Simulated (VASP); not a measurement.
Here is a VASP 6.6.1 calculation.

Contents of INCAR:

```
  PREC = Accurate
  ENCUT = 520
  EDIFF = 1E-6
  ISMEAR = 0
  SIGMA = 0.05
  LREAL = F
  LASPH = T
  NELM = 100
  ALGO = Normal
  ISIF = 2
  LWAVE = F
  LCHARG = F
  GGA = PE
  IVDW = 12
  NBANDS = 11
```

Contents of KPOINTS:

```
Automatic mesh
0
Gamma
  10 10 10
```

POSCAR

```
SiC
1.0
    0.0000000000      2.1468149507      2.1468149507
    2.1468149507      0.0000000000      2.1468149507
    2.1468149507      2.1468149507      0.0000000000
Si C
1 1
Direct
    0.0000000000      0.0000000000      0.0000000000
    0.7500000000      0.7500000000      0.7500000000
```

Potentials or basis: VASP PAW PBE potentials, release 64 (Si, C).

Launch:

```sh
$ cat potpaw_PBE.64/Si/POTCAR potpaw_PBE.64/C/POTCAR > POTCAR
$ mpirun -np 1 vasp_std > vasp.out
```

Question: What does it give for the pressure?

Answer: 9.0 GPa.

Question: Estimate the band gap on the k mesh.

Answer: 1.31 eV, indirect (least direct gap 4.58 eV).

Question: Estimate the dispersion energy per atom.

Answer: -0.315 eV.

Caveat: three body term missing. A k mesh can miss the band edges.
